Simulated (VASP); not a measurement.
# KMgF3 (Pm-3m) in VASP: notebook, part 2 of 2

VASP 6.6.1. Earlier steps stand in the parts before.

## (3) Single point, PBE

This run uses another cell than the first one, of 10.96 Å³/atom, 1.063 times its volume.

The input, INCAR:

```
SYSTEM = KMgF3
PREC = Accurate
ENCUT = 520
EDIFF = 1E-6
ISMEAR = -1
SIGMA = 0.1
LREAL = .False.
LASPH = .True.
NELM = 80
ALGO = Normal
ISIF = 2
LWAVE = .False.
LCHARG = .True.
GGA = PE
LELF = .True.
LVHAR = .True.
NBANDS = 24
```

The input, KPOINTS:

```
regular mesh
0
Gamma
  5 5 5
  0 0 0
```

The input, POSCAR:

```
KMgF3
1.0
    3.7983986436      0.0000000000      0.0000000000
    0.0000000000      3.7983986436      0.0000000000
    0.0000000000      0.0000000000      3.7983986436
K Mg F
1 1 3
Direct
    0.5000000000      0.5000000000      0.5000000000
    0.0000000000      0.0000000000      0.0000000000
    0.5000000000      0.0000000000      0.0000000000
    0.0000000000      0.5000000000      0.0000000000
    0.0000000000      0.0000000000      0.5000000000
```

Potentials or basis: VASP PAW PBE potentials, release 64 (K_sv, Mg, F).

On the command line:

```sh
$ cat potpaw_PBE.64/K_sv/POTCAR potpaw_PBE.64/Mg/POTCAR potpaw_PBE.64/F/POTCAR > POTCAR
$ mpirun -np 1 vasp_std > vasp.out
```

OUTCAR:

```text
SYSTEM = KMgF3
   PREC = Accurate
   ENCUT = 520
   EDIFF = 1E-6
   ISMEAR = -1
   LREAL = .False.
   LASPH = .True.
   NELM = 80
   ISIF = 2
   GGA = PE

 ion  position               nearest neighbor table
   1  0.500  0.500  0.500-   3 2.69   4 2.69   5 2.69   3 2.69   4 2.69   3 2.69   5 2.69   3 2.69
                             4 2.69   5 2.69   4 2.69   5 2.69   2 3.29   2 3.29   2 3.29   2 3.29
   2  0.000  0.000  0.000-   3 1.90   4 1.90   5 1.90   5 1.90   4 1.90   3 1.90   1 3.29   1 3.29
                             1 3.29   1 3.29   1 3.29   1 3.29   1 3.29   1 3.29
   3  0.500  0.000  0.000-   2 1.90   2 1.90   1 2.69   1 2.69   1 2.69   1 2.69
   4  0.000  0.500  0.000-   2 1.90   2 1.90   1 2.69   1 2.69   1 2.69   1 2.69
   5  0.000  0.000  0.500-   2 1.90   2 1.90   1 2.69   1 2.69   1 2.69   1 2.69

  LATTYP: Found a simple cubic cell.
 ALAT       =     3.7983986436

  Lattice vectors:

 A1 = (   3.7983986436,   0.0000000000,   0.0000000000)
 A2 = (   0.0000000000,   3.7983986436,   0.0000000000)
 A3 = (   0.0000000000,   0.0000000000,   3.7983986436)

Analysis of symmetry for initial positions (statically):
=====================================================================
 Subroutine PRICEL returns:
 Original cell was already a primitive cell.

 Routine SETGRP: Setting up the symmetry group for a
 simple cubic supercell.

 Subroutine GETGRP returns: Found 48 space group operations
 (whereof 48 operations were pure point group operations)
 out of a pool of 48 trial point group operations.

The static configuration has the point symmetry O_h .

Analysis of symmetry for dynamics (positions and initial velocities):
=====================================================================
 Subroutine PRICEL returns:
 Original cell was already a primitive cell.

 Routine SETGRP: Setting up the symmetry group for a
 simple cubic supercell.

 Subroutine GETGRP returns: Found 48 space group operations
 (whereof 48 operations were pure point group operations)
 out of a pool of 48 trial point group operations.

The dynamic configuration has the point symmetry O_h .

 Subroutine INISYM returns: Found 48 space group operations
 (whereof 48 operations are pure point group operations),
 and found     1 'primitive' translations

----------------------------------------------------------------------------------------

                                     Primitive cell

  volume of cell :      54.8027

  direct lattice vectors                    reciprocal lattice vectors
     3.798398644  0.000000000  0.000000000     0.263268839  0.000000000  0.000000000
     0.000000000  3.798398644  0.000000000     0.000000000  0.263268839  0.000000000
     0.000000000  0.000000000  3.798398644     0.000000000  0.000000000  0.263268839

  length of vectors
     3.798398644  3.798398644  3.798398644     0.263268839  0.263268839  0.263268839

  position of ions in fractional coordinates (direct lattice)
     0.500000000  0.500000000  0.500000000
     0.000000000  0.000000000  0.000000000
     0.500000000  0.000000000  0.000000000
     0.000000000  0.500000000  0.000000000
     0.000000000  0.000000000  0.500000000

  ion indices of the primitive-cell ions
   primitive index   ion index
                 1           1
                 2           2
[... 31 lines left out ...]
            Coordinates               Weight
  0.000000  0.000000  0.000000      1.000000
  0.200000  0.000000  0.000000      6.000000
  0.400000  0.000000  0.000000      6.000000
  0.200000  0.200000  0.000000     12.000000
  0.400000  0.200000  0.000000     24.000000
  0.400000  0.400000  0.000000     12.000000
  0.200000  0.200000  0.200000      8.000000
  0.400000  0.200000  0.200000     24.000000
  0.400000  0.400000  0.200000     24.000000
  0.400000  0.400000  0.400000      8.000000
   k-points           NKPTS =     10   k-points in BZ     NKDIM =     10   number of bands    NBANDS=     24
   number of dos      NEDOS =    301   number of ions     NIONS =      5
   total plane-waves  NPLWV =  21952
   dimension x,y,z NGX =    28 NGY =   28 NGZ =   28
   dimension x,y,z NGXF=    56 NGYF=   56 NGZF=   56
   ions per type =               1   1   3
   NGX,Y,Z   is equivalent  to a cutoff of  12.25, 12.25, 12.25 a.u.
   NGXF,Y,Z  is equivalent  to a cutoff of  24.51, 24.51, 24.51 a.u.
 SYSTEM =  KMgF3
   PREC   = accura    normal or accurate (medium, high low for compatibility)
   ISTART =      0    job   : 0-new  1-cont  2-samecut
   ICHARG =      2    charge: 1-file 2-atom 10-const
   ISPIN  =      1    spin polarized calculation?
   LNONCOLLINEAR =      F non collinear calculations
   LSORBIT =      F    spin-orbit coupling
   LASPH  =      T    aspherical Exc in radial PAW
   ENCUT  =  520.0 eV  38.22 Ry    6.18 a.u.   7.06  7.06  7.06*2*pi/ulx,y,z
   NELM   =     80;   NELMIN=  2; NELMDL= -5     # of ELM steps
   EDIFF  = 0.1E-05   stopping-criterion for ELM
   LREAL  =      F    real-space projection
   EDIFFG = 0.1E-04   stopping-criterion for IOM
   NSW    =      0    number of steps for IOM
   IBRION =     -1    ionic relax: 0-MD 1-quasi-New 2-CG
   NFREE  =      0    steps in history (QN), initial steepest desc. (CG)
   ISIF   =      2    stress and relaxation
   ISYM   =      2    0-nonsym 1-usesym 2-fastsym
   POTIM  = 0.5000    time-step for ionic-motion
   TEBEG  =    0.0;   TEEND  =   0.0 temperature during run
   PSTRESS=    0.0 pullay stress
   NELECT =      32.0000    total number of electrons
   NUPDOWN=      -1.0000    fix difference up-down
   EMIN   =  10.00;   EMAX   =-10.00  energy-range for DOS
   EFERMI =   0.00;   METHOD = LEGACY
   ISMEAR =    -1;   SIGMA  =   0.10  broadening in eV -4-tet -1-fermi 0-gaus
   EFERMI_NEDOS =   21; number of points for ismear=-14 and -15
   IALGO  =     38    algorithm
   IMIX   =      4    mixing-type and parameters
     AMIX     =   0.40;   BMIX     =  1.00
     AMIX_MAG =   1.60;   BMIX_MAG =  1.00
  volume/ion in A,a.u.               =      10.96        73.97
  Fermi-wavevector in a.u.,A,eV,Ry     =   1.368330  2.585769 25.474567  1.872328
  Thomas-Fermi vector in A             =   2.494304
   LORBIT       =      0    0 simple, 1 ext, 2 COOP (PROOUT), +10 PAW based schemes
   GGA     = PE    functional components
   LHFCALC =     F    Hartree Fock is set to
   AEXX    =    0.0000 exact exchange contribution
   IVDW    =     0    specifies the selected vdW correction
   LEPSILON=     F    determine dielectric tensor
   LRPA    =     F    only Hartree local field effects (RPA)
 non-spin polarized calculation
  energy-cutoff  :      520.00
  volume of cell :       54.80
 maximum number of plane-waves:      1481
   NGX = 15   NGY = 15   NGZ = 15

 number of electron      31.9999965 magnetization

 Free energy of the ion-electron system (eV)
  ---------------------------------------------------
  ext. energy  EPLUGINS =         0.00000000
  ---------------------------------------------------
  free energy    TOTEN  =       -23.83516622 eV

  energy without entropy =      -23.83516622  energy(sigma->0) =      -23.83516622

 E-fermi :   1.4097     XC(G=0): -10.4254

 val. band max:       -0.8727086176   @ k =   0.4000   0.4000   0.4000
 cond. band min:       7.7068498848   @ k =   0.0000   0.0000   0.0000
 fundamental gap:      8.5795585024
 Fermi energy:         1.4096553964

 k-point     1 :       0.0000    0.0000    0.0000
  band No.  band energies     occupation
      1     -26.2050      2.00000
      2     -21.3191      2.00000
      3     -20.4675      2.00000
      4     -20.4675      2.00000
      5      -9.7163      2.00000
      6      -9.7163      2.00000
[... 259 lines left out ...]
     23      16.0030      0.00000
     24      16.2852      0.00000

------------------------ aborting loop because EDIFF is reached ----------------------------------------

  FORCE on cell =-STRESS in cart. coord.  units (eV):
  Direction    XX          YY          ZZ          XY          YZ          ZX
  --------------------------------------------------------------------------------------
  -------------------------------------------------------------------------------------
  Total        6.7313256      6.7313256      6.7313256     -0.0000000      0.0000000     -0.0000000
  in kB      196.7929585    196.7929585    196.7929585     -0.0000000      0.0000000     -0.0000000
  external PRESSURE =     196.7929585 kB  Pullay stress =       0.0000000 kB

 VOLUME and BASIS-vectors are now :
 -----------------------------------------------------------------------------
  energy-cutoff  :      520.00
  volume of cell :       54.80
      direct lattice vectors                 reciprocal lattice vectors
     3.798398644  0.000000000  0.000000000     0.263268839  0.000000000  0.000000000
     0.000000000  3.798398644  0.000000000     0.000000000  0.263268839  0.000000000
     0.000000000  0.000000000  3.798398644     0.000000000  0.000000000  0.263268839

 POSITION                                       TOTAL-FORCE (eV/Angst)
 -----------------------------------------------------------------------------------
      1.89920      1.89920      1.89920         0.000000      0.000000      0.000000
      0.00000      0.00000      0.00000         0.000000      0.000000      0.000000
      1.89920      0.00000      0.00000         0.000000      0.000000      0.000000
      0.00000      1.89920      0.00000         0.000000      0.000000      0.000000
      0.00000      0.00000      1.89920         0.000000      0.000000      0.000000
 -----------------------------------------------------------------------------------
    total drift:                                0.000000      0.000000     -0.000000

  FREE ENERGIE OF THE ION-ELECTRON SYSTEM (eV)
  ---------------------------------------------------
  free  energy   TOTEN  =       -23.8351662216 eV

  energy  without entropy=      -23.8351662214  energy(sigma->0) =      -23.83516622
```

Wall time 8.5 s (1 thread of Intel Xeon 6975P-C (Granite Rapids), shared host); peak memory 0.15 GiB.

What came out:

* Free energy: -23.8352 eV
* Pressure: 19.7 GPa
* Band gap on the k mesh: 8.58 eV, indirect (least direct gap 8.81 eV)

Levels at points of the mesh, in eV from the valence-band top:
```tsv
k point	band 12	band 13	band 14	band 15	band 16	band 17	band 18	band 19	band 20	band 21
(0.00, 0.00, 0.00)	-0.70	-0.70	-0.23	-0.23	-0.23	8.58	10.33	10.33	12.66	12.66
```

A k mesh can miss the band edges. A hybrid or GW would open this gap; PBE tends to underestimate it.

## (4) Single point, PBE

This run uses another cell than the first one, of 11.86 Å³/atom, 1.150 times its volume.

The input, INCAR:

```
PREC = Accurate
ENCUT = 520
EDIFF = 1E-6
ISMEAR = -1
SIGMA = 0.1
LREAL = False
LASPH = True
NELM = 60
ALGO = Normal
ISIF = 2
LWAVE = False
LCHARG = False
GGA = PE
NBANDS = 24
```

The input, KPOINTS:

```
Automatic mesh
0
Gamma
  5 5 5
```

POSCAR: that of step 3 with these lines changed.

```diff
@@ -2,5 +2,5 @@
 1.0
-    3.7983986436      0.0000000000      0.0000000000
-    0.0000000000      3.7983986436      0.0000000000
-    0.0000000000      0.0000000000      3.7983986436
+    3.8998508231      0.0000000000      0.0000000000
+    0.0000000000      3.8998508231      0.0000000000
+    0.0000000000      0.0000000000      3.8998508231
 K Mg F
```

Potentials or basis: VASP PAW PBE potentials, release 64 (K_sv, Mg, F).

On the command line:

```sh
$ cat potpaw_PBE.64/K_sv/POTCAR potpaw_PBE.64/Mg/POTCAR potpaw_PBE.64/F/POTCAR > POTCAR
$ mpirun -np 1 vasp_std > vasp.out
```

OUTCAR:

```text
PREC = Accurate
   ENCUT = 520
   EDIFF = 1E-6
   ISMEAR = -1
   LREAL = False
   LASPH = True
   NELM = 60
   ISIF = 2
   GGA = PE

 ion  position               nearest neighbor table
   1  0.500  0.500  0.500-   3 2.76   4 2.76   5 2.76   3 2.76   4 2.76   3 2.76   5 2.76   3 2.76
                             4 2.76   5 2.76   4 2.76   5 2.76   2 3.38   2 3.38   2 3.38   2 3.38
   2  0.000  0.000  0.000-   3 1.95   4 1.95   5 1.95   5 1.95   4 1.95   3 1.95   1 3.38   1 3.38
                             1 3.38   1 3.38   1 3.38   1 3.38   1 3.38   1 3.38
   3  0.500  0.000  0.000-   2 1.95   2 1.95   1 2.76   1 2.76   1 2.76   1 2.76
   4  0.000  0.500  0.000-   2 1.95   2 1.95   1 2.76   1 2.76   1 2.76   1 2.76
[... 459 lines left out ...]
  Total        3.5465569      3.5465569      3.5465569      0.0000000      0.0000000     -0.0000000
  in kB       95.8017695     95.8017695     95.8017695      0.0000000      0.0000000     -0.0000000
  external PRESSURE =      95.8017695 kB  Pullay stress =       0.0000000 kB

 VOLUME and BASIS-vectors are now :
 -----------------------------------------------------------------------------
  energy-cutoff  :      520.00
  volume of cell :       59.31
      direct lattice vectors                 reciprocal lattice vectors
     3.899850823  0.000000000  0.000000000     0.256420065  0.000000000  0.000000000
     0.000000000  3.899850823  0.000000000     0.000000000  0.256420065  0.000000000
     0.000000000  0.000000000  3.899850823     0.000000000  0.000000000  0.256420065

 POSITION                                       TOTAL-FORCE (eV/Angst)
 -----------------------------------------------------------------------------------
      1.94993      1.94993      1.94993         0.000000      0.000000      0.000000
      0.00000      0.00000      0.00000         0.000000      0.000000      0.000000
      1.94993      0.00000      0.00000         0.000000      0.000000      0.000000
      0.00000      1.94993      0.00000         0.000000      0.000000      0.000000
      0.00000      0.00000      1.94993         0.000000      0.000000      0.000000
 -----------------------------------------------------------------------------------
    total drift:                                0.000000     -0.000000      0.000000

  FREE ENERGIE OF THE ION-ELECTRON SYSTEM (eV)
  ---------------------------------------------------
  free  energy   TOTEN  =       -24.2484146175 eV

  energy  without entropy=      -24.2484146174  energy(sigma->0) =      -24.24841462
```

OSZICAR:

```text
N       E                     dE             d eps       ncg     rms          rms(c)
DAV:   1     0.217826257790E+03    0.21783E+03   -0.17700E+04   496   0.130E+03
DAV:   2    -0.149686579463E+02   -0.23279E+03   -0.22377E+03   592   0.344E+02
DAV:   3    -0.259149118007E+02   -0.10946E+02   -0.10871E+02   656   0.685E+01
DAV:   4    -0.264628159392E+02   -0.54790E+00   -0.54783E+00   648   0.940E+00
DAV:   5    -0.264654679141E+02   -0.26520E-02   -0.26520E-02   648   0.752E-01    0.915E+00
DAV:   6    -0.242257584985E+02    0.22397E+01   -0.69174E+00   568   0.198E+01    0.433E+00
DAV:   7    -0.242482739106E+02   -0.22515E-01   -0.54272E-01   560   0.347E+00    0.261E+00
DAV:   8    -0.242516307086E+02   -0.33568E-02   -0.99958E-02   576   0.265E+00    0.465E-01
DAV:   9    -0.242482939381E+02    0.33368E-02   -0.32958E-02   608   0.125E+00    0.165E-01
DAV:  10    -0.242484023547E+02   -0.10842E-03   -0.19428E-03   552   0.314E-01    0.863E-02
DAV:  11    -0.242484588862E+02   -0.56532E-04   -0.79720E-05   608   0.675E-02    0.670E-02
DAV:  12    -0.242484141600E+02    0.44726E-04   -0.15805E-04   568   0.868E-02    0.585E-03
DAV:  13    -0.242484146175E+02   -0.45747E-06   -0.33443E-06   576   0.133E-02
   1 F= -.24248415E+02 E0= -.24248415E+02  d E =-.106632E-09
```

stdout:

```text
POSCAR found type information on POSCAR K MgF
 POSCAR found :  3 types and       5 ions
 scaLAPACK will be used
 LDA part: xc-table for (Slater+PW92), standard interpolation
 POSCAR, INCAR and KPOINTS ok, starting setup
 FFT: planning ... GRIDC
 FFT: planning ... GRID_SOFT
 FFT: planning ... GRID
 WAVECAR not read
 entering main loop
```

Wall time 12 s (1 thread of Intel Xeon 6975P-C (Granite Rapids), shared host); peak memory 0.16 GiB.

What came out:

* Free energy: -24.2484 eV
* Pressure: 9.6 GPa
* Band gap on the k mesh: 7.89 eV, indirect (least direct gap 8.14 eV)

Levels at points of the mesh, in eV from the valence-band top:
| k point | band 12 | band 13 | band 14 | band 15 | band 16 | band 17 | band 18 | band 19 | band 20 | band 21 |
| --- | --- | --- | --- | --- | --- | --- | --- | --- | --- | --- |
| (0.00, 0.00, 0.00) | -0.62 | -0.62 | -0.25 | -0.25 | -0.25 | 7.89 | 10.23 | 10.23 | 12.47 | 12.47 |

A k mesh can miss the band edges. PBE gaps usually lie below the measured ones, often by a third to a half.

## (5) Overview

| cell | gap on the mesh (eV) | pressure (GPa) |
| --- | --- | --- |
| a = 3.722 Å, 5 atoms | 9.15 | 29.8 |
| a = 3.798 Å, 5 atoms | 8.58 | 19.7 |
| a = 3.900 Å, 5 atoms | 7.89 | 9.6 |

Alike in all rows: task single point; level PBE; potentials or basis VASP PAW PBE potentials, release 64 (K_sv, Mg, F); no spin polarisation; k mesh 5 × 5 × 5; cutoff (eV) 520; smearing fermi-dirac 0.1 eV.

Total energies depend on the potentials used, so only differences within one code and one set of settings carry meaning.
